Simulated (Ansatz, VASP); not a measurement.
## Two plane-wave programs on Be2Si

INCAR

```
PREC = Accurate
ENCUT = 520
EDIFF = 1E-7
ISMEAR = -1
SIGMA = 0.05
LREAL = F
LASPH = T
NELM = 80
ALGO = Normal
ISIF = 2
LWAVE = F
LCHARG = F
GGA = B5
ALDAX = 1.0
AGGAX = 1.0
AGGAC = 1.0
ALDAC = 0.0
NBANDS = 11
```

File KPOINTS:

```
regular mesh
0
Gamma
  5 5 5
```

File POSCAR:

```
Be2Si
1.0
    0.0000000000      2.6400000000      2.6400000000
    2.6400000000      0.0000000000      2.6400000000
    2.6400000000      2.6400000000      0.0000000000
Si Be
1 2
Direct
    0.0000000000      0.0000000000      0.0000000000
    0.2500000000      0.2500000000      0.2500000000
    0.7500000000      0.7500000000      0.7500000000
```

The input input.yaml:

```yaml
crystal:
  lattice:
    - [0.0, 2.64, 2.64]
    - [2.64, 0.0, 2.64]
    - [2.64, 2.64, 0.0]
  atoms:
    - { symbol: Si, position: [0.0, 0.0, 0.0] }
    - { symbol: Be, position: [0.25, 0.25, 0.25] }
    - { symbol: Be, position: [0.75, 0.75, 0.75] }
hamiltonian:
  xc: blyp
  pseudopotentials: { kind: paw }
kpoints:
  mp_grid: { grid: [5, 5, 5] }
scf:
  occupations: { method: fermi_dirac, width: 0.05 }
  n_extra_bands: 7
output:
  forces: true
  stress: true
  eigenvalues: true
  dos: { projected: true, de: 0.05, nscf_kmesh: { grid: [8, 8, 8] } }
```

Alike in both runs: functional BLYP; k mesh 5 × 5 × 5; occupations fermi-dirac, width 0.05 eV; no spin polarisation.

|  | VASP | Ansatz |
| --- | --- | --- |
| version | VASP 6.6.1 | Ansatz 0.2.0 |
| potentials or method | VASP PAW PBE potentials, release 64 (Si, Be) | Ansatz PAW |
| plane-wave cutoff (eV) | 520 | 420 |
| valence electrons in the cell | 8 | 8 |
| task | single point | projected density of states |

```tsv
	VASP	Ansatz	Ansatz less VASP
gap on the k mesh at the Fermi level (eV)	none	none	-
pressure (GPa)	2.6	2.5	-0.11
```

VASP's potentials were made for PBE, not for BLYP. A gap of «none» marks a metal or a gap that the smearing closes.

The k mesh is coarse, so the values compare programs but aren't converged.
